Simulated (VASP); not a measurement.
# AlN (Fm-3m) in VASP: settings compared

Aim: see how the results for AlN move with the level of theory and the settings. Levels: RPBE+D4, BLYP+D3(BJ), BLYP+D4. Tasks: single point.

All numbers are computed with VASP 6.6.1; they aren't measurements. Logs are shortened: lines on timing, memory, paths and dates and some standing lists are left out, and cuts for length are marked.

## (1) The cell of the first run

Symmetry: Fm-3m, No. 225, cubic system. The conventional cell has a = 4.014 Å, b = 4.014 Å, c = 4.014 Å, α = 90.00°, β = 90.00°, γ = 90.00°. Within 2.7 Å of Al (site symmetry m-3m) lie 6 N at 2.01 Å. N (site symmetry m-3m) has 6 Al at 2.01 Å within 2.7 Å.

## (2) Single point, RPBE+D4

Input file INCAR:

```
  PREC = Accurate
  ENCUT = 520
  EDIFF = 1E-7
  ISMEAR = -1
  SIGMA = 0.05
  LREAL = False
  LASPH = True
  NELM = 100
  ALGO = Normal
  ISIF = 2
  LWAVE = False
  LCHARG = False
  GGA = RP
  IVDW = 13
  NBANDS = 11
```

Input file KPOINTS:

```
regular mesh
0
Gamma
  11 11 11
```

Input file POSCAR:

```
AlN
1.0
    0.0000000000      2.0070848471      2.0070848471
    2.0070848471      0.0000000000      2.0070848471
    2.0070848471      2.0070848471      0.0000000000
Al N
1 1
Direct
    0.5000000000      0.5000000000      0.5000000000
    0.0000000000      0.0000000000      0.0000000000
```

Potentials or basis: VASP PAW PBE potentials, release 64 (Al, N).

The run is started by

```
$ cat potpaw_PBE.64/Al/POTCAR potpaw_PBE.64/N/POTCAR > POTCAR
$ mpirun -np 1 vasp_std > vasp.out
```

OUTCAR:

```text
PREC = Accurate
   ENCUT = 520
   EDIFF = 1E-7
   ISMEAR = -1
   LREAL = False
   LASPH = True
   NELM = 100
   ISIF = 2
   GGA = RP
   IVDW = 13

 ion  position               nearest neighbor table
   1  0.500  0.500  0.500-   2 2.01   2 2.01   2 2.01   2 2.01   2 2.01   2 2.01
   2  0.000  0.000  0.000-   1 2.01   1 2.01   1 2.01   1 2.01   1 2.01   1 2.01

  LATTYP: Found a face centered cubic cell.
 ALAT       =     4.0141696942

  Lattice vectors:

 A1 = (   0.0000000000,   2.0070848471,   2.0070848471)
 A2 = (   2.0070848471,   0.0000000000,   2.0070848471)
 A3 = (   2.0070848471,   2.0070848471,   0.0000000000)

Analysis of symmetry for initial positions (statically):
=====================================================================
 Subroutine PRICEL returns:
 Original cell was already a primitive cell.

 Routine SETGRP: Setting up the symmetry group for a
 face centered cubic supercell.

 Subroutine GETGRP returns: Found 48 space group operations
 (whereof 48 operations were pure point group operations)
 out of a pool of 48 trial point group operations.

The static configuration has the point symmetry O_h .

Analysis of symmetry for dynamics (positions and initial velocities):
=====================================================================
 Subroutine PRICEL returns:
 Original cell was already a primitive cell.

 Routine SETGRP: Setting up the symmetry group for a
 face centered cubic supercell.

 Subroutine GETGRP returns: Found 48 space group operations
 (whereof 48 operations were pure point group operations)
 out of a pool of 48 trial point group operations.

The dynamic configuration has the point symmetry O_h .

 Subroutine INISYM returns: Found 48 space group operations
 (whereof 48 operations are pure point group operations),
 and found     1 'primitive' translations

----------------------------------------------------------------------------------------

                                     Primitive cell

  volume of cell :      16.1706

  direct lattice vectors                    reciprocal lattice vectors
     0.000000000  2.007084847  2.007084847    -0.249117520  0.249117520  0.249117520
     2.007084847  0.000000000  2.007084847     0.249117520 -0.249117520  0.249117520
     2.007084847  2.007084847  0.000000000     0.249117520  0.249117520 -0.249117520

  length of vectors
     2.838446612  2.838446612  2.838446612     0.431484202  0.431484202  0.431484202

  position of ions in fractional coordinates (direct lattice)
     0.500000000  0.500000000  0.500000000
     0.000000000  0.000000000  0.000000000

  ion indices of the primitive-cell ions
   primitive index   ion index
                 1           1
                 2           2

----------------------------------------------------------------------------------------

 KPOINTS: regular mesh

Automatic generation of k-mesh.
 Grid dimensions read from file:
 generate k-points for:   11   11   11

 Generating k-lattice:

  Cartesian coordinates                     Fractional coordinates (reciprocal lattice)
    -0.022647047  0.022647047  0.022647047     0.090909091  0.000000000  0.000000000
     0.022647047 -0.022647047  0.022647047     0.000000000  0.090909091  0.000000000
     0.022647047  0.022647047 -0.022647047     0.000000000  0.000000000  0.090909091

  Length of vectors
     0.039225837  0.039225837  0.039225837

  Shift w.r.t. Gamma in fractional coordinates (k-lattice)
     0.000000000  0.000000000  0.000000000

 Subroutine IBZKPT returns following result:
 ===========================================

 Found     56 irreducible k-points:

 Following reciprocal coordinates:
            Coordinates               Weight
  0.000000  0.000000  0.000000      1.000000
  0.090909  0.000000  0.000000      8.000000
  0.181818  0.000000  0.000000      8.000000
  0.272727  0.000000  0.000000      8.000000
  0.363636  0.000000  0.000000      8.000000
  0.454545  0.000000  0.000000      8.000000
[... 16 lines left out ...]
 -0.272727  0.181818  0.000000     24.000000
 -0.181818  0.181818  0.000000     12.000000
 [... further k-points ...]
   k-points           NKPTS =     56   k-points in BZ     NKDIM =     56   number of bands    NBANDS=     11
   number of dos      NEDOS =    301   number of ions     NIONS =      2
   total plane-waves  NPLWV =  13824
   dimension x,y,z NGX =    24 NGY =   24 NGZ =   24
   dimension x,y,z NGXF=    48 NGYF=   48 NGZF=   48
   ions per type =               1   1
   NGX,Y,Z   is equivalent  to a cutoff of  14.06, 14.06, 14.06 a.u.
   NGXF,Y,Z  is equivalent  to a cutoff of  28.11, 28.11, 28.11 a.u.
 SYSTEM =  unknown system
   PREC   = accura    normal or accurate (medium, high low for compatibility)
   ISTART =      0    job   : 0-new  1-cont  2-samecut
   ICHARG =      2    charge: 1-file 2-atom 10-const
   ISPIN  =      1    spin polarized calculation?
   LNONCOLLINEAR =      F non collinear calculations
   LSORBIT =      F    spin-orbit coupling
   LASPH  =      T    aspherical Exc in radial PAW
   ENCUT  =  520.0 eV  38.22 Ry    6.18 a.u.   5.28  5.28  5.28*2*pi/ulx,y,z
   NELM   =    100;   NELMIN=  2; NELMDL= -5     # of ELM steps
   EDIFF  = 0.1E-06   stopping-criterion for ELM
   LREAL  =      F    real-space projection
   EDIFFG = 0.1E-05   stopping-criterion for IOM
   NSW    =      0    number of steps for IOM
   IBRION =     -1    ionic relax: 0-MD 1-quasi-New 2-CG
   NFREE  =      0    steps in history (QN), initial steepest desc. (CG)
   ISIF   =      2    stress and relaxation
   ISYM   =      2    0-nonsym 1-usesym 2-fastsym
   POTIM  = 0.5000    time-step for ionic-motion
   TEBEG  =    0.0;   TEEND  =   0.0 temperature during run
   PSTRESS=    0.0 pullay stress
   NELECT =       8.0000    total number of electrons
   NUPDOWN=      -1.0000    fix difference up-down
   EMIN   =  10.00;   EMAX   =-10.00  energy-range for DOS
   EFERMI =   0.00;   METHOD = LEGACY
   ISMEAR =    -1;   SIGMA  =   0.05  broadening in eV -4-tet -1-fermi 0-gaus
   EFERMI_NEDOS =   21; number of points for ismear=-14 and -15
   IALGO  =     38    algorithm
   IMIX   =      4    mixing-type and parameters
     AMIX     =   0.40;   BMIX     =  1.00
     AMIX_MAG =   1.60;   BMIX_MAG =  1.00
  volume/ion in A,a.u.               =       8.09        54.56
  Fermi-wavevector in a.u.,A,eV,Ry     =   1.294779  2.446778 22.809535  1.676454
  Thomas-Fermi vector in A             =   2.426341
   LORBIT       =      0    0 simple, 1 ext, 2 COOP (PROOUT), +10 PAW based schemes
   GGA     = RP    functional components
   LHFCALC =     F    Hartree Fock is set to
   AEXX    =    0.0000 exact exchange contribution
   IVDW    =    13    specifies the selected vdW correction
   LEPSILON=     F    determine dielectric tensor
   LRPA    =     F    only Hartree local field effects (RPA)
 non-spin polarized calculation
  energy-cutoff  :      520.00
  volume of cell :       16.17
 maximum number of plane-waves:       445
 NGX is ok and might be reduce to    24
   NGX = 11   NGY = 11   NGZ = 11

 number of electron       7.9999999 magnetization

 Free energy of the ion-electron system (eV)
  ---------------------------------------------------
  ext. energy  EPLUGINS =         0.00000000
  ---------------------------------------------------
  free energy    TOTEN  =       -13.74048466 eV

  energy without entropy =      -13.74048466  energy(sigma->0) =      -13.74048466

 E-fermi :  11.4103     XC(G=0): -12.2923

 val. band max:       10.3624215887   @ k =   0.0000   0.0000   0.0000
 cond. band min:      15.4213498656   @ k =   0.4545   0.4545   0.0000
 fundamental gap:      5.0589282769
 Fermi energy:        11.4102933641

 k-point     1 :       0.0000    0.0000    0.0000
  band No.  band energies     occupation
      1      -7.4379      2.00000
      2      10.3624      2.00000
      3      10.3624      2.00000
      4      10.3624      2.00000
      5      16.3762      0.00000
      6      22.6079      0.00000
      7      22.6079      0.00000
      8      22.6079      0.00000
      9      27.7959      0.00000
     10      28.3058      0.00000
     11      28.3058      0.00000

 k-point     2 :       0.0909    0.0000    0.0000
  band No.  band energies     occupation
      1      -7.2654      2.00000
      2       9.4999      2.00000
      3      10.2554      2.00000
      4      10.2554      2.00000
      5      16.9069      0.00000
      6      21.8185      0.00000
      7      22.8744      0.00000
      8      22.8744      0.00000
      9      26.9981      0.00000
     10      26.9981      0.00000
     11      28.9513      0.00000

 k-point     3 :       0.1818    0.0000    0.0000
  band No.  band energies     occupation
      1      -6.7602      2.00000
      2       7.5969      2.00000
      3       9.9871      2.00000
      4       9.9871      2.00000
      5      17.5475      0.00000
      6      21.2446      0.00000
      7      23.2097      0.00000
      8      23.2097      0.00000
      9      26.1796      0.00000
     10      26.1796      0.00000
     11      28.5793      0.00000

 k-point     4 :       0.2727    0.0000    0.0000
  band No.  band energies     occupation
      1      -5.9697      2.00000
      2       5.4310      2.00000
      3       9.6690      2.00000
      4       9.6690      2.00000
      5      17.3530      0.00000
      6      22.0215      0.00000
      7      22.7246      0.00000
      8      22.7246      0.00000
      9      27.1715      0.00000
     10      27.1715      0.00000
     11      27.7754      0.00000

 k-point     5 :       0.3636    0.0000    0.0000
  band No.  band energies     occupation
      1      -5.0186      2.00000
      2       3.4484      2.00000
      3       9.4032      2.00000
      4       9.4032      2.00000
      5      16.9255      0.00000
      6      22.0525      0.00000
      7      22.0525      0.00000
      8      23.2273      0.00000
      9      27.1254      0.00000
     10      29.1445      0.00000
     11      29.1445      0.00000
[... 211 lines left out ...]
 k-point    21 :      -0.4545    0.1818    0.0000
  band No.  band energies     occupation
      1      -3.7593      2.00000
      2       2.5830      2.00000
      3       7.1055      2.00000
      4       8.7204      2.00000
      5      17.9000      0.00000
      6      20.1061      0.00000
      7      23.0656      0.00000
      8      23.2478      0.00000
      9      28.3818      0.00000
     10      31.2153      0.00000
     11      31.5059      0.00000

 k-point    22 :      -0.3636    0.1818    0.0000
  band No.  band energies     occupation
      1      -4.0411      2.00000
      2       3.0348      2.00000
      3       6.9021      2.00000
      4       9.0060      2.00000
      5      18.3343      0.00000
      6      20.2435      0.00000
      7      22.8286      0.00000
      8      23.0077      0.00000
      9      29.1197      0.00000
     10      29.4541      0.00000
     11      31.1627      0.00000

 k-point    23 :      -0.2727    0.1818    0.0000
  band No.  band energies     occupation
      1      -4.8540      2.00000
      2       4.3814      2.00000
      3       7.0632      2.00000
      4       9.3967      2.00000
      5      18.9131      0.00000
      6      20.6847      0.00000
      7      21.7943      0.00000
      8      22.9486      0.00000
      9      26.7529      0.00000
     10      30.1018      0.00000
     11      31.2414      0.00000

 k-point    24 :      -0.1818    0.1818    0.0000
  band No.  band energies     occupation
      1      -5.7137      2.00000
      2       5.8212      2.00000
      3       7.8016      2.00000
      4       9.7814      2.00000
      5      19.1069      0.00000
      6      20.3829      0.00000
      7      21.9204      0.00000
      8      23.3704      0.00000
      9      25.0187      0.00000
     10      29.2790      0.00000
     11      31.0724      0.00000

 [... further k-points ...]

------------------------ aborting loop because EDIFF is reached ----------------------------------------

  DFT-D4 for vdW energy calculation

  Edisp (eV):   -1.61846

  FORCE on cell =-STRESS in cart. coord.  units (eV):
  Direction    XX          YY          ZZ          XY          YZ          ZX
  --------------------------------------------------------------------------------------
  -------------------------------------------------------------------------------------
  Total      -0.08712    -0.08712    -0.08712     0.00000    -0.00000     0.00000
  in kB      -8.63201    -8.63201    -8.63201     0.00000    -0.00000     0.00000
  external pressure =       -8.63 kB  Pullay stress =        0.00 kB

 VOLUME and BASIS-vectors are now :
 -----------------------------------------------------------------------------
  energy-cutoff  :      520.00
  volume of cell :       16.17
      direct lattice vectors                 reciprocal lattice vectors
     0.000000000  2.007084847  2.007084847    -0.249117520  0.249117520  0.249117520
     2.007084847  0.000000000  2.007084847     0.249117520 -0.249117520  0.249117520
     2.007084847  2.007084847  0.000000000     0.249117520  0.249117520 -0.249117520

 POSITION                                       TOTAL-FORCE (eV/Angst)
 -----------------------------------------------------------------------------------
      2.00708      2.00708      2.00708         0.000000     -0.000000      0.000000
      0.00000      0.00000      0.00000        -0.000000      0.000000     -0.000000
 -----------------------------------------------------------------------------------
    total drift:                                0.000000     -0.000000     -0.000000

  FREE ENERGIE OF THE ION-ELECTRON SYSTEM (eV)
  ---------------------------------------------------
  free  energy   TOTEN  =       -15.3589443329 eV

  energy  without entropy=      -15.3589443329  energy(sigma->0) =      -15.35894433
```

Run time: 11 s. Hardware: 1 thread of Intel Xeon 6975P-C, shared host; peak memory 0.14 GiB.

Results:

```yaml
Free_energy: -15.3589 eV
Pressure: -0.9 GPa
Band_gap_on_the_k_mesh: 5.06 eV, indirect (least direct gap 6.01 eV)
Dispersion_energy_per_atom: -0.809 eV
```

Levels at points of the mesh, in eV from the valence-band top:
| k point | band 1 | band 2 | band 3 | band 4 | band 5 | band 6 | band 7 | band 8 | band 9 |
| --- | --- | --- | --- | --- | --- | --- | --- | --- | --- |
| (0.00, 0.00, 0.00) | -17.80 | 0.00 | 0.00 | 0.00 | 6.01 | 12.25 | 12.25 | 12.25 | 17.43 |

Caveat: the PAW data sets were made with another functional, which shifts forces and pressure a little.

## (3) Single point, BLYP+D3(BJ)

Input file INCAR:

```
PREC = Accurate
ENCUT = 520
EDIFF = 1E-6
ISMEAR = -1
SIGMA = 0.05
LREAL = False
LASPH = True
NELM = 60
ALGO = Normal
ISIF = 2
LWAVE = False
LCHARG = False
GGA = B5
ALDAX = 1.0
AGGAX = 1.0
AGGAC = 1.0
ALDAC = 0.0
IVDW = 12
VDW_S6 = 1.0
VDW_S8 = 2.6996
VDW_A1 = 0.4298
VDW_A2 = 4.2359
NBANDS = 11
```

Input file KPOINTS:

```
Automatic mesh
0
Gamma
  11 11 11
```

Input file POSCAR:

```
AlN
1.0
    0.0000000000      2.0078724809      2.0078724809
    2.0078724809      0.0000000000      2.0078724809
    2.0078724809      2.0078724809      0.0000000000
Al N
1 1
Direct
    0.5000000000      0.5000000000      0.5000000000
    0.0000000000      0.0000000000      0.0000000000
```

Potentials or basis: VASP PAW PBE potentials, release 64 (Al, N).

The run is started by

```
$ cat potpaw_PBE.64/Al/POTCAR potpaw_PBE.64/N/POTCAR > POTCAR
$ mpirun -np 1 vasp_std > vasp.out
```

Run time: 12 s. Hardware: 1 thread of Intel Xeon 6975P-C, shared host; peak memory 0.15 GiB.

The run converged. Its results:

| Quantity | Value |
| --- | --- |
| Free energy | -14.7763 eV |
| Pressure | 0.5 GPa |
| Band gap on the k mesh | 5.05 eV, indirect (least direct gap 6.24 eV) |
| Dispersion energy per atom | -0.752 eV |

Levels at points of the mesh, in eV from the valence-band top:
| k point | band 1 | band 2 | band 3 | band 4 | band 5 | band 6 | band 7 | band 8 | band 9 |
| --- | --- | --- | --- | --- | --- | --- | --- | --- | --- |
| (0.00, 0.00, 0.00) | -17.57 | 0.00 | 0.00 | 0.00 | 6.24 | 12.56 | 12.56 | 12.56 | 18.09 |

Caveat: the PAW data sets were made with another functional, which shifts forces and pressure a little.

## (4) Single point, BLYP+D4

This run uses another cell than the first one, of 8.12 Å³/atom, 1.004 times its volume.

Input file INCAR:

```
SYSTEM = AlN
AGGAC    = 1.0          
AGGAX    = 1.0          
ALDAC    = 0.0          
ALDAX    = 1.0          
ALGO     = Normal         ! electronic algorithm
EDIFF    = 1E-7           ! SCF threshold, eV
ENCUT    = 520            ! plane-wave cutoff, eV
GGA      = B5             ! functional
ISIF     = 2              ! what is computed and relaxed
ISMEAR   = -1             ! smearing method
IVDW     = 13             ! dispersion correction
LASPH    = .True.         ! aspherical terms in the spheres
LCHARG   = .False.        ! write CHGCAR
LREAL    = .False.        ! projectors in reciprocal space
LWAVE    = .False.        ! write WAVECAR
NBANDS   = 11             ! bands
NELM     = 80             ! most SCF steps
PREC     = Accurate       ! precision mode
SIGMA    = 0.05           ! smearing width, eV
VDW_A1   = 0.44488865   
VDW_A2   = 4.0933009    
VDW_S6   = 1.0          
VDW_S8   = 2.34076671
```

Input file KPOINTS:

```
k-points
0
Gamma
  11 11 11
  0 0 0
```

Input file POSCAR:

```
AlN
1.0
    0.0000000000      2.0098835826      2.0098835826
    2.0098835826      0.0000000000      2.0098835826
    2.0098835826      2.0098835826      0.0000000000
Al N
1 1
Direct
    0.5000000000      0.5000000000      0.5000000000
    0.0000000000      0.0000000000      0.0000000000
```

The run is started by

```
$ cat potpaw_PBE.64/Al/POTCAR potpaw_PBE.64/N/POTCAR > POTCAR
$ mpirun -np 1 vasp_std > vasp.out
```

Wall time 15 s (1 thread of Intel Xeon 6975P-C, shared host); peak memory 0.14 GiB.

It converged, with:

| Item | Value |
| --- | --- |
| Free energy | -14.7364 eV |
| Pressure | 0.5 GPa |
| Band gap on the k mesh | 5.01 eV, indirect (least direct gap 6.19 eV) |
| Dispersion energy per atom | -0.730 eV |

Levels at points of the mesh, in eV from the valence-band top:
| k point | band 1 | band 2 | band 3 | band 4 | band 5 | band 6 | band 7 | band 8 |
| --- | --- | --- | --- | --- | --- | --- | --- | --- |
| (0.00, 0.00, 0.00) | -17.54 | 0.00 | 0.00 | 0.00 | 6.19 | 12.55 | 12.55 | 12.55 |

Caveat: the PAW data sets were made with another functional, which shifts forces and pressure a little. A k mesh can miss the band edges.

## (5) The runs side by side

```tsv
level	cell	gap on the mesh (eV)	pressure (GPa)
RPBE+D4	a = 2.838 Å, angles 60.0°, 2 atoms	5.06	-0.9
BLYP+D3(BJ)	a = 2.840 Å, angles 60.0°, 2 atoms	5.05	0.5
BLYP+D4	a = 2.842 Å, angles 60.0°, 2 atoms	5.01	0.5
```

Alike in all rows: task single point; potentials or basis VASP PAW PBE potentials, release 64 (Al, N); no spin polarisation; k mesh 11 × 11 × 11; cutoff (eV) 520; smearing fermi-dirac 0.05 eV.

Caveats: the PAW data sets were made with another functional, which shifts forces and pressure a little.

Total energies depend on the potentials used, so only differences within one code and one set of settings carry meaning.
